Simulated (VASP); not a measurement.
A run of VASP 6.6.1:

Contents of INCAR:

```
SYSTEM = CaMg
PREC     = Accurate       ! precision mode
ENCUT    = 520            ! plane-wave cutoff, eV
EDIFF    = 1E-7           ! SCF threshold, eV
ISMEAR   = 0              ! smearing method
SIGMA    = 0.15           ! smearing width, eV
LREAL    = .FALSE.        ! projectors in reciprocal space
LASPH    = .TRUE.         ! aspherical terms in the spheres
NELM     = 60             ! most SCF steps
ALGO     = Normal         ! electronic algorithm
ISIF     = 2              ! what is computed and relaxed
LWAVE    = .FALSE.        ! write WAVECAR
LCHARG   = .TRUE.         ! write CHGCAR
LELF     = .TRUE.         ! ELF
LVHAR    = .TRUE.       
NBANDS   = 13             ! bands
```

KPOINTS

```
Automatic mesh
0
G
  14 14 14
  0 0 0
```

The input POSCAR:

```
CaMg
1.0
    3.8582716477      0.0000000000      0.0000000000
    0.0000000000      3.8582716477      0.0000000000
    0.0000000000      0.0000000000      3.8582716477
Ca Mg
1 1
Direct
    0.0000000000      0.0000000000      0.0000000000
    0.5000000000      0.5000000000      0.5000000000
```

Potentials or basis: VASP PAW LDA potentials, release 64 (Ca_sv, Mg).

Run with:

```bash
$ cat potpaw_LDA.64/Ca_sv/POTCAR potpaw_LDA.64/Mg/POTCAR > POTCAR
$ mpirun -np 1 vasp_std > vasp.out
```

Hardware: 1 thread of Intel(R) Xeon(R) 6975P-C (Granite Rapids) (shared host).

Question: Estimate the wall time of this run.

Answer: It took 34 s on 1 thread of Intel(R) Xeon(R) 6975P-C (Granite Rapids) (shared host), peak memory 0.22 GiB. Counts: scf iterations 12, k points 120.
